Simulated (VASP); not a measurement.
# GaSi16 (a cell with a defect) in VASP: further runs

GaSi16 (a cell with a defect) is run at these levels: PBEsol; tasks: single point.

All numbers are computed with VASP 6.6.1; they aren't measurements. Logs are shortened: lines on timing, memory, paths and dates and some standing lists are left out, and cuts for length are marked.

## 1. The cell of the first run

The cell holds a defect, 17 atoms: a = 7.679 Å, b = 7.679 Å, c = 7.679 Å, α = 60.00°, β = 60.00°, γ = 60.00°.

## 2. Single point, PBEsol, collinear spin, zero start

Contents of INCAR:

```
SYSTEM = GaSi16
PREC = Accurate
ENCUT = 520
EDIFF = 1E-6
ISMEAR = 0
SIGMA = 0.05
LREAL = Auto
LASPH = .True.
NELM = 150
ALGO = Normal
ISIF = 2
LWAVE = .False.
LCHARG = .False.
ISPIN = 2
MAGMOM = 0 0 0 0 0 0 0 0 0 0 0 0 0 0 0 0 0
LORBIT = 11
GGA = PS
NBANDS = 56
```

Contents of KPOINTS:

```
Automatic mesh
0
Gamma
  2 2 2
  0 0 0
```

Contents of POSCAR:

```
GaSi16
1.0
    0.0000000000      5.4300000000      5.4300000000
    5.4300000000      0.0000000000      5.4300000000
    5.4300000000      5.4300000000      0.0000000000
Si Ga
16 1
Direct
    0.0000054328     -0.0000050645     -0.0000087477
    0.1236714549      0.1236736648      0.1236744015
    0.0025902394      0.0026298343      0.4973788214
    0.1236830571      0.1236850829      0.6289493554
    0.0025850829      0.4973795580      0.0026384899
    0.1236804788      0.6289561694      0.1236832413
    0.0026079190      0.4973994475      0.4973944751
    0.1382004604      0.6205997238      0.6205993554
    0.4973807551      0.0026104052      0.0026244015
    0.6289755064      0.1236755064      0.1236762431
    0.4974008287      0.0026332413      0.4973820442
    0.6205592081      0.1383238490      0.6205577348
    0.4973963168      0.4973825046      0.0026423573
    0.6205444751      0.6205433702      0.1383674954
    0.4999399632      0.5000539595      0.5000944751
    0.6206104972      0.6206099448      0.6206097606
    0.7499227440      0.7500693370      0.7501212707
```

Potentials or basis: VASP PAW PBE potentials, release 64 (Si, Ga_d).

Run with:

```bash
$ cat potpaw_PBE.64/Si/POTCAR potpaw_PBE.64/Ga_d/POTCAR > POTCAR
$ mpirun -np 1 vasp_std > vasp.out
```

OUTCAR:

```text
SYSTEM = GaSi16
   PREC = Accurate
   ENCUT = 520
   EDIFF = 1E-6
   ISMEAR = 0
   LREAL = Auto
   LASPH = .True.
   NELM = 150
   ISIF = 2
   ISPIN = 2
   LORBIT = 11
   GGA = PS

 ion  position               nearest neighbor table
   1  0.000  1.000  1.000-   2 2.33  10 2.33   6 2.33   4 2.33
   2  0.124  0.124  0.124-   1 2.33   3 2.34   5 2.34   9 2.34
   3  0.003  0.003  0.497-   2 2.34   4 2.34   8 2.40  12 2.40  17 2.74
   4  0.124  0.124  0.629-   1 2.33   7 2.34  11 2.34   3 2.34
   5  0.003  0.497  0.003-   2 2.34   6 2.34   8 2.40  14 2.40  17 2.74
   6  0.124  0.629  0.124-   1 2.33   7 2.34  13 2.34   5 2.34
   7  0.003  0.497  0.497-   6 2.34   4 2.34  16 2.40   8 2.40  17 2.74
   8  0.138  0.621  0.621-  15 2.27   7 2.40   3 2.40   5 2.40  17 2.43
   9  0.497  0.003  0.003-   2 2.34  10 2.34  12 2.40  14 2.40  17 2.74
  10  0.629  0.124  0.124-   1 2.33  11 2.34  13 2.34   9 2.34
  11  0.497  0.003  0.497-  10 2.34   4 2.34  16 2.40  12 2.40  17 2.74
  12  0.621  0.138  0.621-  15 2.27  11 2.40   3 2.40   9 2.40  17 2.43
  13  0.497  0.497  0.003-  10 2.34   6 2.34  16 2.40  14 2.40  17 2.74
  14  0.621  0.621  0.138-  15 2.27  13 2.40   5 2.40   9 2.40  17 2.43
  15  0.500  0.500  0.500-  14 2.27  12 2.27   8 2.27  16 2.27
  16  0.621  0.621  0.621-  15 2.27   7 2.40  11 2.40  13 2.40  17 2.43
  17  0.750  0.750  0.750-  14 2.43  12 2.43   8 2.43  16 2.43   9 2.74   5 2.74  13 2.74   3 2.74
                            11 2.74   7 2.74

  LATTYP: Found a face centered cubic cell.
 ALAT       =    10.8600000000

  Lattice vectors:

 A1 = (   0.0000000000,   5.4300000000,   5.4300000000)
 A2 = (   5.4300000000,   0.0000000000,   5.4300000000)
 A3 = (   5.4300000000,   5.4300000000,   0.0000000000)

Analysis of symmetry for initial positions (statically):
=====================================================================
 Subroutine PRICEL returns:
 Original cell was already a primitive cell.

 Routine SETGRP: Setting up the symmetry group for a
 face centered cubic supercell.

 Subroutine GETGRP returns: Found  1 space group operations
 (whereof  1 operations were pure point group operations)
 out of a pool of 48 trial point group operations.

The static configuration has the point symmetry C_1 .

Analysis of symmetry for dynamics (positions and initial velocities):
=====================================================================
 Subroutine PRICEL returns:
 Original cell was already a primitive cell.

 Routine SETGRP: Setting up the symmetry group for a
 face centered cubic supercell.

 Subroutine GETGRP returns: Found  1 space group operations
 (whereof  1 operations were pure point group operations)
 out of a pool of 48 trial point group operations.

The dynamic configuration has the point symmetry C_1 .

Analysis of structural, dynamic, and magnetic symmetry:
=====================================================================
 Subroutine PRICEL returns:
 Original cell was already a primitive cell.

 Routine SETGRP: Setting up the symmetry group for a
 face centered cubic supercell.

 Subroutine GETGRP returns: Found  1 space group operations
 (whereof  1 operations were pure point group operations)
 out of a pool of 48 trial point group operations.

The overall configuration has the point symmetry C_1 .

 Subroutine INISYM returns: Found  1 space group operations
 (whereof  1 operations are pure point group operations),
 and found     1 'primitive' translations

----------------------------------------------------------------------------------------

                                     Primitive cell

  volume of cell :     320.2060

  direct lattice vectors                    reciprocal lattice vectors
     0.000000000  5.430000000  5.430000000    -0.092081031  0.092081031  0.092081031
     5.430000000  0.000000000  5.430000000     0.092081031 -0.092081031  0.092081031
     5.430000000  5.430000000  0.000000000     0.092081031  0.092081031 -0.092081031

  length of vectors
     7.679179644  7.679179644  7.679179644     0.159489025  0.159489025  0.159489025

  position of ions in fractional coordinates (direct lattice)
     0.000005433  0.999994935  0.999991252
     0.123671455  0.123673665  0.123674401
     0.002590239  0.002629834  0.497378821
     0.123683057  0.123685083  0.628949355
     0.002585083  0.497379558  0.002638490
     0.123680479  0.628956169  0.123683241
[... 9 lines left out ...]
     0.620610497  0.620609945  0.620609761
     0.749922744  0.750069337  0.750121271

  ion indices of the primitive-cell ions
   primitive index   ion index
                 1           1
                 2           2
                 3           3
                 4           4
                 5           5
                 6           6
[... 9 lines left out ...]
                16          16
                17          17

----------------------------------------------------------------------------------------

 KPOINTS: Automatic mesh

Automatic generation of k-mesh.
 Grid dimensions read from file:
 generate k-points for:    2    2    2

 Generating k-lattice:

  Cartesian coordinates                     Fractional coordinates (reciprocal lattice)
    -0.046040516  0.046040516  0.046040516     0.500000000  0.000000000  0.000000000
     0.046040516 -0.046040516  0.046040516     0.000000000  0.500000000  0.000000000
     0.046040516  0.046040516 -0.046040516     0.000000000  0.000000000  0.500000000

  Length of vectors
     0.079744512  0.079744512  0.079744512

  Shift w.r.t. Gamma in fractional coordinates (k-lattice)
     0.000000000  0.000000000  0.000000000

 Subroutine IBZKPT returns following result:
 ===========================================

 Found      8 irreducible k-points:

 Following reciprocal coordinates:
            Coordinates               Weight
  0.000000  0.000000  0.000000      1.000000
  0.500000  0.000000  0.000000      1.000000
  0.000000  0.500000  0.000000      1.000000
  0.000000  0.000000  0.500000      1.000000
  0.500000  0.500000  0.500000      1.000000
  0.500000  0.500000  0.000000      1.000000
  0.000000  0.500000  0.500000      1.000000
  0.500000  0.000000  0.500000      1.000000
   k-points           NKPTS =      8   k-points in BZ     NKDIM =      8   number of bands    NBANDS=     56
[... 11 lines left out ...]
   ISPIN  =      2    spin polarized calculation?
   LNONCOLLINEAR =      F non collinear calculations
   LSORBIT =      F    spin-orbit coupling
   LASPH  =      T    aspherical Exc in radial PAW
   ENCUT  =  520.0 eV  38.22 Ry    6.18 a.u.  14.28 14.28 14.28*2*pi/ulx,y,z
   NELM   =    150;   NELMIN=  2; NELMDL= -5     # of ELM steps
   EDIFF  = 0.1E-05   stopping-criterion for ELM
   LREAL  =      T    real-space projection
   EDIFFG = 0.1E-04   stopping-criterion for IOM
   NSW    =      0    number of steps for IOM
   IBRION =     -1    ionic relax: 0-MD 1-quasi-New 2-CG
   NFREE  =      0    steps in history (QN), initial steepest desc. (CG)
   ISIF   =      2    stress and relaxation
   ISYM   =      2    0-nonsym 1-usesym 2-fastsym
   POTIM  = 0.5000    time-step for ionic-motion
   TEBEG  =    0.0;   TEEND  =   0.0 temperature during run
   PSTRESS=    0.0 pullay stress
   NELECT =      77.0000    total number of electrons
   NUPDOWN=      -1.0000    fix difference up-down
   EMIN   =  10.00;   EMAX   =-10.00  energy-range for DOS
   EFERMI =   0.00;   METHOD = LEGACY
   ISMEAR =     0;   SIGMA  =   0.05  broadening in eV -4-tet -1-fermi 0-gaus
   EFERMI_NEDOS =   21; number of points for ismear=-14 and -15
   IALGO  =     38    algorithm
   IMIX   =      4    mixing-type and parameters
     AMIX     =   0.40;   BMIX     =  1.00
     AMIX_MAG =   1.60;   BMIX_MAG =  1.00
  volume/ion in A,a.u.               =      18.84       127.11
  Fermi-wavevector in a.u.,A,eV,Ry     =   1.018033  1.923804 14.100962  1.036391
  Thomas-Fermi vector in A             =   2.151468
   LORBIT       =     11    0 simple, 1 ext, 2 COOP (PROOUT), +10 PAW based schemes
   GGA     = PS    functional components
   LHFCALC =     F    Hartree Fock is set to
   AEXX    =    0.0000 exact exchange contribution
   IVDW    =     0    specifies the selected vdW correction
   LEPSILON=     F    determine dielectric tensor
   LRPA    =     F    only Hartree local field effects (RPA)
 spin polarized calculation
 Gauss-broadening in eV      SIGMA  =   0.05
  energy-cutoff  :      520.00
  volume of cell :      320.21
 maximum number of plane-waves:      8646
 NGX is ok and might be reduce to    60
   NGX = 29   NGY = 29   NGZ = 29

 number of electron      76.9999989 magnetization      -0.0000816

 number of electron      76.9999989 magnetization       0.0000363

 Free energy of the ion-electron system (eV)
  ---------------------------------------------------
  ext. energy  EPLUGINS =         0.00000000
  ---------------------------------------------------
  free energy    TOTEN  =       -91.70449481 eV

  energy without entropy =      -91.69744087  energy(sigma->0) =      -91.70096784

 E-fermi :   6.7285     XC(G=0):  -9.8654

 val. band max:        6.7285320403   @ k =   0.0000   0.0000   0.0000
 cond. band min:       6.7285371015   @ k =   0.0000   0.0000   0.0000
 fundamental gap:      0.0000050612
 Fermi energy:         6.7285338337

 spin component 1

 k-point     1 :       0.0000    0.0000    0.0000
  band No.  band energies     occupation
      1      -8.7381      1.00000
      2      -8.7381      1.00000
      3      -8.7381      1.00000
      4      -8.7181      1.00000
      5      -8.7181      1.00000
      6      -6.2425      1.00000
[... 42 lines left out ...]
     49       8.1357      0.00000
     50       8.1362      0.00000
[... 369 lines left out ...]
     49      10.2090      0.00000
     50      10.3572      0.00000
 Fermi energy:         6.7285338337

 spin component 2

 k-point     1 :       0.0000    0.0000    0.0000
  band No.  band energies     occupation
      1      -8.7381      1.00000
      2      -8.7381      1.00000
      3      -8.7381      1.00000
      4      -8.7181      1.00000
      5      -8.7181      1.00000
      6      -6.2425      1.00000
[... 42 lines left out ...]
     49       8.1357      0.00000
     50       8.1362      0.00000
[... 369 lines left out ...]
     49      10.2090      0.00000
     50      10.3572      0.00000
 [bands above 50 left out]

------------------------ aborting loop because EDIFF is reached ----------------------------------------

  FORCE on cell =-STRESS in cart. coord.  units (eV):
  Direction    XX          YY          ZZ          XY          YZ          ZX
  --------------------------------------------------------------------------------------
  -------------------------------------------------------------------------------------
  Total        8.5796537      8.5781365      8.5781210     -0.0000735     -0.0005577      0.0000242
  in kB       42.9290084     42.9214171     42.9213393     -0.0003677     -0.0027904      0.0001209
  external PRESSURE =      42.9239216 kB  Pullay stress =       0.0000000 kB

 VOLUME and BASIS-vectors are now :
 -----------------------------------------------------------------------------
  energy-cutoff  :      520.00
  volume of cell :      320.21
      direct lattice vectors                 reciprocal lattice vectors
     0.000000000  5.430000000  5.430000000    -0.092081031  0.092081031  0.092081031
     5.430000000  0.000000000  5.430000000     0.092081031 -0.092081031  0.092081031
     5.430000000  5.430000000  0.000000000     0.092081031  0.092081031 -0.092081031

 POSITION                                       TOTAL-FORCE (eV/Angst)
 -----------------------------------------------------------------------------------
     10.85992      5.42998      5.43000        -0.000683     -0.000174      0.000076
      1.34310      1.34309      1.34308         0.002705      0.002751      0.002851
      2.71505      2.71483      0.02835         0.000349      0.000889      0.005960
      4.08680      4.08679      1.34321        -0.002698     -0.002645      0.002645
      2.71510      0.02836      2.71481         0.000114      0.005920      0.000899
      4.08683      1.34319      4.08682        -0.002742      0.002603     -0.002605
[... 9 lines left out ...]
      6.73982      6.73983      6.73983         0.001502      0.000990      0.000872
      8.14603      8.14524      8.14496         0.000121     -0.000165      0.000024
 -----------------------------------------------------------------------------------
    total drift:                               -0.000158      0.000310     -0.000660

  FREE ENERGIE OF THE ION-ELECTRON SYSTEM (eV)
  ---------------------------------------------------
  free  energy   TOTEN  =       -91.7044948123 eV

  energy  without entropy=      -91.6974408694  energy(sigma->0) =      -91.70096784

 total charge

# of ion       s       p       d       tot
------------------------------------------
    1        0.737   0.967   0.000   1.704
    2        0.747   0.952   0.000   1.698
    3        0.746   0.927   0.000   1.673
    4        0.747   0.952   0.000   1.698
    5        0.746   0.927   0.000   1.673
    6        0.747   0.952   0.000   1.698
[... 9 lines left out ...]
   16        0.758   0.940   0.000   1.698
   17        1.084   0.725  10.060  11.869
--------------------------------------------------
tot         13.073  15.822  10.060  38.955

 magnetization (x)

# of ion       s       p       d       tot
------------------------------------------
    1       -0.000  -0.000   0.000  -0.000
    2       -0.000   0.000   0.000   0.000
    3        0.000  -0.000   0.000   0.000
    4       -0.000   0.000   0.000   0.000
    5        0.000   0.000   0.000   0.000
    6       -0.000   0.000   0.000   0.000
[... 9 lines left out ...]
   16        0.000   0.000   0.000   0.000
   17        0.000  -0.000  -0.000   0.000
--------------------------------------------------
tot          0.000   0.000  -0.000   0.000
```

Wall time 5.6 min (1 thread of Intel Xeon 6975P-C (Granite Rapids), shared host); peak memory 0.71 GiB.

What came out:

| Quantity | Value |
| --- | --- |
| Free energy | -91.7045 eV |
| Pressure | 4.3 GPa |
| Largest force | 0.006 eV/Å |
| Net moment | 0.00 μB per cell |
| Valence electrons inside the program's atomic spheres | Si 1.70, 1.67, 1.76 (each value once); Ga 11.87 |

Forces in eV/Å, atoms in the order of the input:
```
Si  -0.001  0.000  0.000
Si   0.003  0.003  0.003
Si   0.000  0.001  0.006
Si  -0.003 -0.003  0.003
Si   0.000  0.006  0.001
Si  -0.003  0.003 -0.003
Si  -0.006  0.000  0.000
Si   0.002 -0.001 -0.001
Si   0.006  0.000  0.000
Si   0.003 -0.003 -0.003
Si   0.000 -0.006 -0.001
Si  -0.002  0.002 -0.002
Si   0.000 -0.001 -0.006
Si  -0.001 -0.002  0.002
Si   0.000  0.000  0.000
Si   0.002  0.001  0.001
Ga   0.000  0.000  0.000
```

Caveat: the k points lie up to 0.50 Å⁻¹ apart; no moment was typed at the start, so none could form; the PAW data sets were made with another functional, which shifts forces and pressure a little.

## 3. Single point, PBEsol, collinear spin

Contents of INCAR:

```
PREC = Accurate
ENCUT = 520
EDIFF = 1E-7
ISMEAR = 0
SIGMA = 0.05
LREAL = Auto
LASPH = T
NELM = 150
ALGO = Normal
ISIF = 2
LWAVE = F
LCHARG = F
ISPIN = 2
MAGMOM = 0 0 0 0 0 0 0 0 0 0 0 0 0 0 0 0 1
LORBIT = 11
GGA = PS
NBANDS = 56
```

Contents of KPOINTS:

```
Automatic mesh
0
Gamma
  2 2 2
```

Contents of POSCAR:

```
GaSi16
1.0
    0.0000000000      5.4300000000      5.4300000000
    5.4300000000      0.0000000000      5.4300000000
    5.4300000000      5.4300000000      0.0000000000
Si Ga
16 1
Direct
    0.0040899475      0.0045464718      0.0044993555
    0.1243402759      0.1253094030      0.1252220224
    0.0040687079      0.0045349392      0.4869585167
    0.1274398217      0.1276679208      0.6224784299
    0.0040497790      0.4870468105      0.0044768232
    0.1274322795      0.6225308202      0.1276313488
   -0.0039818503      0.5013602084      0.5013273110
    0.1274228116      0.6225217928      0.6224613354
    0.4860795987      0.0046807161      0.0046405381
    0.6219859680      0.1277600141      0.1277301172
    0.5011074737     -0.0038420782      0.5013837049
    0.6219718650      0.1277554256      0.6225754683
    0.5011050219      0.5014150608     -0.0038694472
    0.6219594549      0.6226245071      0.1277221777
    0.5011018249      0.5014124984      0.5013796307
    0.6248881936      0.6250680373      0.6250364525
    0.8743559265      0.8752983522      0.8752167149
```

Potentials or basis: VASP PAW PBE potentials, release 64 (Si, Ga_d).

Run with:

```bash
$ cat potpaw_PBE.64/Si/POTCAR potpaw_PBE.64/Ga_d/POTCAR > POTCAR
$ mpirun -np 1 vasp_std > vasp.out
```

Wall time 8.1 min (1 thread of Intel Xeon 6975P-C (Granite Rapids), shared host); peak memory 0.71 GiB.

The run converged. Its results:

| Quantity | Value |
| --- | --- |
| Free energy | -91.7045 eV |
| Pressure | 4.3 GPa |
| Largest force | 0.006 eV/Å |
| Net moment | 0.00 μB per cell |
| Valence electrons inside the program's atomic spheres | Si 1.70, 1.76, 1.67 (each value once); Ga 11.87 |

Forces in eV/Å, atoms in the order of the input:
```
Si  -0.001 -0.003 -0.002
Si  -0.003  0.002  0.002
Si   0.002  0.001 -0.002
Si   0.002 -0.002  0.005
Si   0.002 -0.002  0.001
Si   0.002  0.004 -0.002
Si   0.001 -0.001  0.000
Si  -0.005 -0.002 -0.002
Si  -0.001  0.002  0.002
Si   0.004  0.001  0.001
Si   0.000  0.000 -0.002
Si  -0.001 -0.004  0.002
Si   0.000 -0.002  0.000
Si  -0.002  0.002 -0.004
Si   0.002  0.000  0.000
Si  -0.002  0.001  0.001
Ga  -0.001  0.001  0.001
```

Levels at points of the mesh, in eV from the Fermi level:
Spin up:
```csv
k point,band 34,band 35,band 36,band 37,band 38,band 39,band 40,band 41,band 42,band 43
"(0.00, 0.00, 0.00)",-1.66,-1.66,-0.62,-0.62,-0.61,-0.16,-0.16,-0.16,0.00,0.00
"(0.50, 0.00, 0.00)",-1.38,-1.38,-1.34,-1.34,-1.06,0.15,0.63,0.63,0.88,0.88
"(0.00, 0.50, 0.00)",-1.38,-1.38,-1.34,-1.34,-1.06,0.15,0.62,0.63,0.88,0.88
"(0.00, 0.00, 0.50)",-1.38,-1.38,-1.34,-1.34,-1.06,0.15,0.62,0.63,0.88,0.88
"(0.50, 0.50, 0.50)",-1.38,-1.38,-1.34,-1.34,-1.06,0.15,0.62,0.63,0.88,0.88
"(0.50, 0.50, 0.00)",-1.97,-1.97,-1.88,-1.81,-0.60,0.29,1.15,1.26,1.38,1.38
"(0.00, 0.50, 0.50)",-1.97,-1.97,-1.88,-1.81,-0.60,0.29,1.15,1.26,1.38,1.38
"(0.50, 0.00, 0.50)",-1.97,-1.97,-1.88,-1.81,-0.60,0.29,1.15,1.26,1.38,1.38
```
Spin down:
| k point | band 34 | band 35 | band 36 | band 37 | band 38 | band 39 | band 40 | band 41 | band 42 | band 43 |
| --- | --- | --- | --- | --- | --- | --- | --- | --- | --- | --- |
| (0.00, 0.00, 0.00) | -1.66 | -1.66 | -0.62 | -0.62 | -0.61 | -0.16 | -0.16 | -0.16 | 0.00 | 0.00 |
| (0.50, 0.00, 0.00) | -1.38 | -1.38 | -1.34 | -1.34 | -1.06 | 0.15 | 0.63 | 0.63 | 0.88 | 0.88 |
| (0.00, 0.50, 0.00) | -1.38 | -1.38 | -1.34 | -1.34 | -1.06 | 0.15 | 0.62 | 0.63 | 0.88 | 0.88 |
| (0.00, 0.00, 0.50) | -1.38 | -1.38 | -1.34 | -1.34 | -1.06 | 0.15 | 0.62 | 0.63 | 0.88 | 0.88 |
| (0.50, 0.50, 0.50) | -1.38 | -1.38 | -1.34 | -1.34 | -1.06 | 0.15 | 0.62 | 0.63 | 0.88 | 0.88 |
| (0.50, 0.50, 0.00) | -1.97 | -1.97 | -1.88 | -1.81 | -0.60 | 0.29 | 1.15 | 1.26 | 1.38 | 1.38 |
| (0.00, 0.50, 0.50) | -1.97 | -1.97 | -1.88 | -1.81 | -0.60 | 0.29 | 1.15 | 1.26 | 1.38 | 1.38 |
| (0.50, 0.00, 0.50) | -1.97 | -1.97 | -1.88 | -1.81 | -0.60 | 0.29 | 1.15 | 1.26 | 1.38 | 1.38 |

Caveat: the k points lie up to 0.50 Å⁻¹ apart; the PAW data sets were made with another functional, which shifts forces and pressure a little.
